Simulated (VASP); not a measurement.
# Fe in VASP: a series of runs

The runs below take Fe through single point, with b88 exchange, pbe correlation, HSE06, PBEsol.

All numbers are computed with VASP 6.6.1; they aren't measurements. Logs are shortened: lines on timing, memory, paths and dates and some standing lists are left out, and cuts for length are marked.

### 1 The cell of the first run

The structure is cubic, space group Im-3m (No. 229). Conventional cell: a = 2.943 Å, b = 2.943 Å, c = 2.943 Å, α = 90.00°, β = 90.00°, γ = 90.00°. Fe (site symmetry m-3m) has 14 Fe at 2.55 to 2.94 Å within 3.4 Å.

### 2 Single point, b88 exchange, pbe correlation, collinear spin, ferromagnetic start

The input, INCAR:

```
  PREC = Accurate
  ENCUT = 600
  EDIFF = 1E-6
  ISMEAR = -1
  SIGMA = 0.05
  LREAL = False
  LASPH = True
  NELM = 200
  ALGO = Normal
  ISIF = 2
  LWAVE = False
  LCHARG = True
  ISPIN = 2
  MAGMOM = 3
  LORBIT = 11
  LMAXMIX = 4
  GGA = LIBXC
  LIBXC1 = GGA_X_B88
  LIBXC2 = GGA_C_PBE
  LELF = True
  LVHAR = True
  NBANDS = 14
  GGA_COMPAT = False
```

The input, KPOINTS:

```
regular mesh
0
Gamma
  13 13 13
```

The input, POSCAR:

```
Fe
1.0
   -1.4713013028      1.4713013028      1.4713013028
    1.4713013028     -1.4713013028      1.4713013028
    1.4713013028      1.4713013028     -1.4713013028
Fe
1
Direct
    0.0000000000      0.0000000000      0.0000000000
```

Potentials or basis: VASP PAW PBE potentials, release 64 (Fe).

On the command line:

```bash
$ cat potpaw_PBE.64/Fe/POTCAR > POTCAR
$ mpirun -np 1 vasp_std > vasp.out
```

OUTCAR:

```text
PREC = Accurate
   ENCUT = 600
   EDIFF = 1E-6
   ISMEAR = -1
   LREAL = False
   LASPH = True
   NELM = 200
   ISIF = 2
   ISPIN = 2
   LORBIT = 11
   GGA = LIBXC

 ion  position               nearest neighbor table
   1  0.000  0.000  0.000-

  LATTYP: Found a body centered cubic cell.
 ALAT       =     2.9426026056

  Lattice vectors:

 A1 = (  -1.4713013028,   1.4713013028,   1.4713013028)
 A2 = (   1.4713013028,  -1.4713013028,   1.4713013028)
 A3 = (   1.4713013028,   1.4713013028,  -1.4713013028)

Analysis of symmetry for initial positions (statically):
=====================================================================
 Subroutine PRICEL returns:
 Original cell was already a primitive cell.

 Routine SETGRP: Setting up the symmetry group for a
 body centered cubic supercell.

 Subroutine GETGRP returns: Found 48 space group operations
 (whereof 48 operations were pure point group operations)
 out of a pool of 48 trial point group operations.

The static configuration has the point symmetry O_h .

Analysis of symmetry for dynamics (positions and initial velocities):
=====================================================================
 Subroutine PRICEL returns:
 Original cell was already a primitive cell.

 Routine SETGRP: Setting up the symmetry group for a
 body centered cubic supercell.

 Subroutine GETGRP returns: Found 48 space group operations
 (whereof 48 operations were pure point group operations)
 out of a pool of 48 trial point group operations.

The dynamic configuration has the point symmetry O_h .

Analysis of structural, dynamic, and magnetic symmetry:
=====================================================================
 Subroutine PRICEL returns:
 Original cell was already a primitive cell.

 Routine SETGRP: Setting up the symmetry group for a
 body centered cubic supercell.

 Subroutine GETGRP returns: Found 48 space group operations
 (whereof 48 operations were pure point group operations)
 out of a pool of 48 trial point group operations.

The overall configuration has the point symmetry O_h .

 Subroutine INISYM returns: Found 48 space group operations
 (whereof 48 operations are pure point group operations),
 and found     1 'primitive' translations

----------------------------------------------------------------------------------------

                                     Primitive cell

  volume of cell :      12.7399

  direct lattice vectors                    reciprocal lattice vectors
    -1.471301303  1.471301303  1.471301303     0.000000000  0.339835219  0.339835219
     1.471301303 -1.471301303  1.471301303     0.339835219  0.000000000  0.339835219
     1.471301303  1.471301303 -1.471301303     0.339835219  0.339835219  0.000000000

  length of vectors
     2.548368610  2.548368610  2.548368610     0.480599575  0.480599575  0.480599575

  position of ions in fractional coordinates (direct lattice)
     0.000000000  0.000000000  0.000000000

  ion indices of the primitive-cell ions
   primitive index   ion index
                 1           1

----------------------------------------------------------------------------------------

 KPOINTS: regular mesh

Automatic generation of k-mesh.
 Grid dimensions read from file:
 generate k-points for:   13   13   13

 Generating k-lattice:

  Cartesian coordinates                     Fractional coordinates (reciprocal lattice)
     0.000000000  0.026141171  0.026141171     0.076923077  0.000000000  0.000000000
     0.026141171  0.000000000  0.026141171     0.000000000  0.076923077  0.000000000
     0.026141171  0.026141171  0.000000000     0.000000000  0.000000000  0.076923077

  Length of vectors
     0.036969198  0.036969198  0.036969198

  Shift w.r.t. Gamma in fractional coordinates (k-lattice)
     0.000000000  0.000000000  0.000000000

 Subroutine IBZKPT returns following result:
 ===========================================

 Found     84 irreducible k-points:

 Following reciprocal coordinates:
            Coordinates               Weight
  0.000000  0.000000  0.000000      1.000000
  0.076923  0.000000  0.000000     12.000000
  0.153846  0.000000  0.000000     12.000000
  0.230769  0.000000  0.000000     12.000000
  0.307692  0.000000  0.000000     12.000000
  0.384615  0.000000  0.000000     12.000000
[... 16 lines left out ...]
  0.153846  0.076923  0.076923     24.000000
  0.230769  0.076923  0.076923     24.000000
 [... further k-points ...]
   k-points           NKPTS =     84   k-points in BZ     NKDIM =     84   number of bands    NBANDS=     14
   number of dos      NEDOS =    301   number of ions     NIONS =      1
   total plane-waves  NPLWV =   8000
   dimension x,y,z NGX =    20 NGY =   20 NGZ =   20
   dimension x,y,z NGXF=    40 NGYF=   40 NGZF=   40
   ions per type =               1
   NGX,Y,Z   is equivalent  to a cutoff of  13.05, 13.05, 13.05 a.u.
   NGXF,Y,Z  is equivalent  to a cutoff of  26.09, 26.09, 26.09 a.u.
 SYSTEM =  unknown system
   PREC   = accura    normal or accurate (medium, high low for compatibility)
   ISTART =      0    job   : 0-new  1-cont  2-samecut
   ICHARG =      2    charge: 1-file 2-atom 10-const
   ISPIN  =      2    spin polarized calculation?
   LNONCOLLINEAR =      F non collinear calculations
   LSORBIT =      F    spin-orbit coupling
   LASPH  =      T    aspherical Exc in radial PAW
   ENCUT  =  600.0 eV  44.10 Ry    6.64 a.u.   5.09  5.09  5.09*2*pi/ulx,y,z
   NELM   =    200;   NELMIN=  2; NELMDL= -5     # of ELM steps
   EDIFF  = 0.1E-05   stopping-criterion for ELM
   LREAL  =      F    real-space projection
   EDIFFG = 0.1E-04   stopping-criterion for IOM
   NSW    =      0    number of steps for IOM
   IBRION =     -1    ionic relax: 0-MD 1-quasi-New 2-CG
   NFREE  =      0    steps in history (QN), initial steepest desc. (CG)
   ISIF   =      2    stress and relaxation
   ISYM   =      2    0-nonsym 1-usesym 2-fastsym
   POTIM  = 0.5000    time-step for ionic-motion
   TEBEG  =    0.0;   TEEND  =   0.0 temperature during run
   PSTRESS=    0.0 pullay stress
   NELECT =       8.0000    total number of electrons
   NUPDOWN=      -1.0000    fix difference up-down
   EMIN   =  10.00;   EMAX   =-10.00  energy-range for DOS
   EFERMI =   0.00;   METHOD = LEGACY
   ISMEAR =    -1;   SIGMA  =   0.05  broadening in eV -4-tet -1-fermi 0-gaus
   EFERMI_NEDOS =   21; number of points for ismear=-14 and -15
   IALGO  =     38    algorithm
   IMIX   =      4    mixing-type and parameters
     AMIX     =   0.40;   BMIX     =  1.00
     AMIX_MAG =   1.60;   BMIX_MAG =  1.00
  volume/ion in A,a.u.               =      12.74        85.97
  Fermi-wavevector in a.u.,A,eV,Ry     =   1.401898  2.649204 26.739790  1.965319
  Thomas-Fermi vector in A             =   2.524714
   LORBIT       =     11    0 simple, 1 ext, 2 COOP (PROOUT), +10 PAW based schemes
   GGA     = LIBXC    functional components
   LHFCALC =     F    Hartree Fock is set to
   AEXX    =    0.0000 exact exchange contribution
   IVDW    =     0    specifies the selected vdW correction
   LEPSILON=     F    determine dielectric tensor
   LRPA    =     F    only Hartree local field effects (RPA)
 spin polarized calculation
  energy-cutoff  :      600.00
  volume of cell :       12.74
 maximum number of plane-waves:       438
   NGX = 11   NGY = 11   NGZ = 11

 number of electron       8.0000003 magnetization       2.5268182

 Free energy of the ion-electron system (eV)
  ---------------------------------------------------
  ext. energy  EPLUGINS =         0.00000000
  ---------------------------------------------------
  free energy    TOTEN  =        -8.05945862 eV

  energy without entropy =       -8.04890180  energy(sigma->0) =       -8.05418021

 E-fermi :   4.6726     XC(G=0): -12.4889

 val. band max:        4.6721622914   @ k =  -0.2308   0.2308   0.2308
 cond. band min:       4.6726688680   @ k =   0.3846   0.0769   0.0000
 fundamental gap:      0.0005065766
 Fermi energy:         4.6726339847

 spin component 1

 k-point     1 :       0.0000    0.0000    0.0000
  band No.  band energies     occupation
      1      -3.1040      1.00000
      2       2.4839      1.00000
      3       2.4839      1.00000
      4       2.4839      1.00000
      5       3.5485      1.00000
      6       3.5485      1.00000
      7      28.6160      0.00000
      8      28.6160      0.00000
      9      28.6160      0.00000
     10      33.0135      0.00000
     11      33.0135      0.00000
     12      34.3872      0.00000
     13      34.3872      0.00000
     14      34.3872      0.00000
[... 375 lines left out ...]
 k-point    24 :       0.2308    0.0769    0.0769
  band No.  band energies     occupation
      1       0.0801      1.00000
      2       1.8037      1.00000
      3       2.1638      1.00000
      4       3.4975      1.00000
      5       3.6301      1.00000
      6       4.5703      0.88557
      7      16.9561      0.00000
      8      21.0226      0.00000
      9      22.2659      0.00000
     10      29.9816      0.00000
     11      33.2246      0.00000
     12      35.6057      0.00000
     13      37.3624      0.00000
     14      40.4200      0.00000

 [... further k-points ...]

 spin component 2

 k-point     1 :       0.0000    0.0000    0.0000
  band No.  band energies     occupation
      1      -2.9035      1.00000
      2       4.7666      0.13257
      3       4.7666      0.13238
      4       4.7666      0.13236
      5       6.5105      0.00000
      6       6.5106      0.00000
      7      28.3233      0.00000
      8      28.3233      0.00000
      9      28.3233      0.00000
     10      33.1654      0.00000
     11      33.1654      0.00000
     12      35.4134      0.00000
     13      35.6284      0.00000
     14      35.6284      0.00000
[... 375 lines left out ...]
 k-point    24 :       0.2308    0.0769    0.0769
  band No.  band energies     occupation
      1       0.5813      1.00000
      2       3.8868      1.00000
      3       4.0525      1.00000
      4       6.3464      0.00000
      5       6.6162      0.00000
      6       6.9034      0.00000
      7      17.7847      0.00000
      8      21.4457      0.00000
      9      23.0674      0.00000
     10      30.0237      0.00000
     11      33.8597      0.00000
     12      35.8950      0.00000
     13      37.7019      0.00000
     14      40.9542      0.00000

 [... further k-points ...]

------------------------ aborting loop because EDIFF is reached ----------------------------------------

  FORCE on cell =-STRESS in cart. coord.  units (eV):
  Direction    XX          YY          ZZ          XY          YZ          ZX
  --------------------------------------------------------------------------------------
  -------------------------------------------------------------------------------------
  Total       -1.0586853     -1.0586853     -1.0586853      0.0000000      0.0000000      0.0000000
  in kB     -133.1412464   -133.1412464   -133.1412464      0.0000000      0.0000000      0.0000000
  external PRESSURE =    -133.1412464 kB  Pullay stress =       0.0000000 kB

 VOLUME and BASIS-vectors are now :
 -----------------------------------------------------------------------------
  energy-cutoff  :      600.00
  volume of cell :       12.74
      direct lattice vectors                 reciprocal lattice vectors
    -1.471301303  1.471301303  1.471301303     0.000000000  0.339835219  0.339835219
     1.471301303 -1.471301303  1.471301303     0.339835219  0.000000000  0.339835219
     1.471301303  1.471301303 -1.471301303     0.339835219  0.339835219  0.000000000

 POSITION                                       TOTAL-FORCE (eV/Angst)
 -----------------------------------------------------------------------------------
      0.00000      0.00000      0.00000        -0.000000      0.000000      0.000000
 -----------------------------------------------------------------------------------
    total drift:                                0.000000     -0.000000      0.000000

  FREE ENERGIE OF THE ION-ELECTRON SYSTEM (eV)
  ---------------------------------------------------
  free  energy   TOTEN  =        -8.0594586250 eV

  energy  without entropy=       -8.0489018048  energy(sigma->0) =       -8.05418021

 total charge

# of ion       s       p       d       tot
------------------------------------------
    1        0.443   0.444   6.176   7.063

 magnetization (x)

# of ion       s       p       d       tot
------------------------------------------
    1       -0.014  -0.051   2.607   2.542
```

It took 18 s on 1 thread of Intel Xeon 6975P-C (Granite Rapids), shared host; peak memory 0.15 GiB.

Results:

```
Free energy                                           : -8.0595 eV
Pressure                                              : -13.3 GPa
Net moment                                            : 2.53 μB per cell
Site moments                                          : Fe +2.54 μB
Valence electrons inside the program's atomic spheres : Fe 7.06
```

Levels at points of the mesh, in eV from the Fermi level:
Spin up:
```csv
k point,band 2,band 3,band 4,band 5,band 6,band 7,band 8,band 9
"(0.00, 0.00, 0.00)",-2.19,-2.19,-2.19,-1.12,-1.12,23.94,23.94,23.94
```
Spin down:
| k point | band 1 | band 2 | band 3 | band 4 | band 5 | band 6 | band 7 |
| --- | --- | --- | --- | --- | --- | --- | --- |
| (0.00, 0.00, 0.00) | -7.58 | 0.09 | 0.09 | 0.09 | 1.84 | 1.84 | 23.65 |

Caveat: the cell stands under tension; the PAW data sets were made with another functional, which shifts forces and pressure a little.

### 3 Single point, HSE06, collinear spin, ferromagnetic start

This run uses another cell than the first one, of 11.54 Å³/atom.

The input, POSCAR:

```
Fe
1.0
   -1.4234976093      1.4234976093      1.4234976093
    1.4234976093     -1.4234976093      1.4234976093
    1.4234976093      1.4234976093     -1.4234976093
Fe
1
Direct
    0.0000000000      0.0000000000      0.0000000000
```

The input, INCAR.step1:

```
SYSTEM = Fe
ALGO = Normal ; EDIFF = 1E-5
ENCUT = 520 ; GGA = PE
ISIF = 2 ; ISMEAR = -1
ISPIN = 2 ; LASPH = .True.
LCHARG = .False. ; LMAXMIX = 4
LORBIT = 11 ; LREAL = .False.
LWAVE = .True. ; MAGMOM = 3
NBANDS = 14 ; NELM = 150
PREC = Accurate ; SIGMA = 0.05
```

The input, INCAR.step2:

```
SYSTEM = Fe
ALGO = Normal ; EDIFF = 1E-6
ENCUT = 520 ; GGA = PE
HFSCREEN = 0.2079 ; ISIF = 2
ISMEAR = -1 ; ISPIN = 2
ISTART = 1 ; LASPH = .True.
LCHARG = .False. ; LHFCALC = .True.
LMAXMIX = 4 ; LORBIT = 11
LREAL = .False. ; LWAVE = .False.
MAGMOM = 3 ; NBANDS = 14
NELM = 150 ; PREC = Accurate
PRECFOCK = Normal ; SIGMA = 0.05
```

The input, KPOINTS:

```
k-points
0
Gamma
  8 8 8
  0 0 0
```

Potentials or basis: VASP PAW PBE potentials, release 64 (Fe).

On the command line:

```bash
$ cat potpaw_PBE.64/Fe/POTCAR > POTCAR
$ cp INCAR.step1 INCAR
$ mpirun -np 1 vasp_std > vasp.out
$ cp INCAR.step2 INCAR
$ mpirun -np 1 vasp_std > vasp.out
```

Wall time 45 min (1 thread of Intel Xeon Platinum 8375C at 2.90GHz (Ice Lake), shared host); peak memory 0.23 GiB.

It converged, with:

```yaml
Free_energy: -11.5196 eV
Pressure: 12.0 GPa
Net_moment: 2.78 μB per cell
Site_moments: Fe +2.84 μB
Valence_electrons_inside_the_program's_atomic_spheres: Fe 7.27
```

Levels at points of the mesh, in eV from the Fermi level:
Spin up:
```
           k point  band 2  band 3  band 4  band 5  band 6  band 7  band 8  band 9
(0.00, 0.00, 0.00)   -5.06   -5.06   -5.06   -3.85   -3.85   25.97   25.97   25.97
(0.50, 0.00, 0.00)   -6.08   -3.76   -3.62   -2.28    0.50    7.22   19.23   21.01
(0.50, 0.50, 0.50)   -7.33   -2.61   -2.61   -2.61   10.49   10.49   10.49   16.09
```
Spin down:
```tsv
k point	band 1	band 2	band 3	band 4	band 5	band 6
(0.00, 0.00, 0.00)	-10.11	0.79	0.79	0.79	3.72	3.72
(0.50, 0.00, 0.00)	-4.19	-1.43	-0.39	3.44	3.97	4.43
(0.50, 0.50, 0.50)	-3.08	-3.08	4.09	4.09	4.09	10.47
```

Caveat: the k points lie up to 0.39 Å⁻¹ apart; the PAW data sets were made with another functional, which shifts forces and pressure a little.

### 4 Single point, PBEsol, collinear spin, ferromagnetic start (12.50 Å³/atom)

This run uses another cell than the first one, of 12.50 Å³/atom.

The input, INCAR:

```
SYSTEM = Fe
  PREC = Accurate
  ENCUT = 520
  EDIFF = 1E-6
  ISMEAR = -1
  SIGMA = 0.05
  LREAL = .False.
  LASPH = .True.
  NELM = 150
  ALGO = Normal
  ISIF = 2
  LWAVE = .False.
  LCHARG = .True.
  ISPIN = 2
  MAGMOM = 3
  LORBIT = 11
  LMAXMIX = 4
  GGA = PS
  LELF = .True.
  LVHAR = .True.
  NBANDS = 14
```

The input, KPOINTS:

```
Automatic mesh
0
Gamma
  13 13 13
  0 0 0
```

The input, POSCAR:

```
Fe
1.0
   -1.4619890197      1.4619890197      1.4619890197
    1.4619890197     -1.4619890197      1.4619890197
    1.4619890197      1.4619890197     -1.4619890197
Fe
1
Direct
    0.0000000000      0.0000000000      0.0000000000
```

On the command line:

```bash
$ cat potpaw_PBE.64/Fe/POTCAR > POTCAR
$ mpirun -np 1 vasp_std > vasp.out
```

Wall time 17 s (1 thread of Intel Xeon Platinum 8559C (Emerald Rapids), shared host); peak memory 0.14 GiB.

The run converged. Its results:

* Free energy: -8.7874 eV
* Pressure: -20.1 GPa
* Net moment: 2.44 μB per cell
* Site moments: Fe +2.44 μB
* Valence electrons inside the program's atomic spheres: Fe 7.09

Levels at points of the mesh, in eV from the Fermi level:
Spin up:
```csv
k point,band 2,band 3,band 4,band 5,band 6,band 7,band 8,band 9
"(0.00, 0.00, 0.00)",-2.18,-2.18,-2.18,-1.05,-1.05,24.02,24.02,24.02
```
Spin down:
| k point | band 1 | band 2 | band 3 | band 4 | band 5 | band 6 | band 7 |
| --- | --- | --- | --- | --- | --- | --- | --- |
| (0.00, 0.00, 0.00) | -7.69 | 0.03 | 0.03 | 0.03 | 1.76 | 1.76 | 23.88 |

Caveat: the cell stands under tension; the PAW data sets were made with another functional, which shifts forces and pressure a little.

### 5 Single point, PBEsol, collinear spin, ferromagnetic start (the cell strained at random)

The input, INCAR:

```
SYSTEM = Fe
  ALGO = Normal
  EDIFF = 1E-6
  ENCUT = 520
  GGA = PS
  ISIF = 2
  ISMEAR = -1
  ISPIN = 2
  LASPH = .TRUE.
  LCHARG = .FALSE.
  LMAXMIX = 4
  LORBIT = 11
  LREAL = .FALSE.
  LWAVE = .FALSE.
  MAGMOM = 3
  NBANDS = 14
  NELM = 150
  PREC = Accurate
  SIGMA = 0.05
```

The input, KPOINTS:

```
k-points
0
G
  13 13 13
  0 0 0
```

The input, POSCAR:

```
Fe
1.0
   -1.4815330000      1.4342380000      1.4590090000
    1.4675270000     -1.4309640000      1.4417290000
    1.4535380000      1.4029680000     -1.4557350000
Fe
1
Direct
   -0.0127860000     -0.0069470000     -0.0146850000
```

On the command line:

```bash
$ cat potpaw_PBE.64/Fe/POTCAR > POTCAR
$ mpirun -np 1 vasp_std > vasp.out
```

It took 2.8 min on 1 thread of Intel Xeon Platinum 8559C (Emerald Rapids), shared host; peak memory 0.37 GiB.

It converged, with:

* Free energy: -8.8416 eV
* Pressure: -17.4 GPa
* Net moment: 2.30 μB per cell
* Site moments: Fe +2.30 μB
* Valence electrons inside the program's atomic spheres: Fe 7.16

Stress tensor (GPa, compression positive):
```
-18.38   1.18   0.60
  1.18 -15.89  -0.03
  0.60  -0.03 -17.79
```

Levels at points of the mesh, in eV from the Fermi level:
Spin up:
```csv
k point,band 2,band 3,band 4,band 5,band 6,band 7,band 8,band 9
"(0.00, 0.00, 0.00)",-2.32,-2.20,-2.11,-1.11,-0.98,23.97,24.31,24.88
```
Spin down:
| k point | band 1 | band 2 | band 3 | band 4 | band 5 | band 6 | band 7 | band 8 |
| --- | --- | --- | --- | --- | --- | --- | --- | --- |
| (0.00, 0.00, 0.00) | -7.93 | -0.33 | -0.15 | 0.00 | 1.57 | 1.77 | 23.84 | 24.19 |

Caveat: the cell differs from its parent crystal (the cell strained at random); the cell stands under tension; the PAW data sets were made with another functional, which shifts forces and pressure a little.

### 6 Overview

```csv
level,cell,k mesh,cutoff (eV),grid for exact exchange (PRECFOCK),share of exact exchange,screening parameter,gap on the mesh (eV),pressure (GPa),moment (μB)
"b88 exchange, pbe correlation","a = 2.548 Å, angles 109.5°, 1 atom",13 × 13 × 13,600,-,-,-,none,-13.3,2.53
HSE06,"a = 2.466 Å, angles 109.5°, 1 atom",8 × 8 × 8,520,Normal,0.25,0.2079 1/Å,none,12.0,2.78
PBEsol,"a = 2.532 Å, angles 109.5°, 1 atom",13 × 13 × 13,520,-,-,-,none,-20.1,2.44
PBEsol,"a = 2.526, b = 2.506, c = 2.490 Å, angles 108.4, 111.1, 109.6°, 1 atom",13 × 13 × 13,520,-,-,-,none,-17.4,2.30
```

Alike in all rows: task single point; potentials or basis VASP PAW PBE potentials, release 64 (Fe); spin collinear, ferromagnetic start; smearing fermi-dirac 0.05 eV.

Caveats: some runs use coarse meshes; the PAW data sets were made with another functional, which shifts forces and pressure a little; the cell stands under tension (at least some runs).

Total energies depend on the potentials used, so only differences within one code and one set of settings carry meaning.
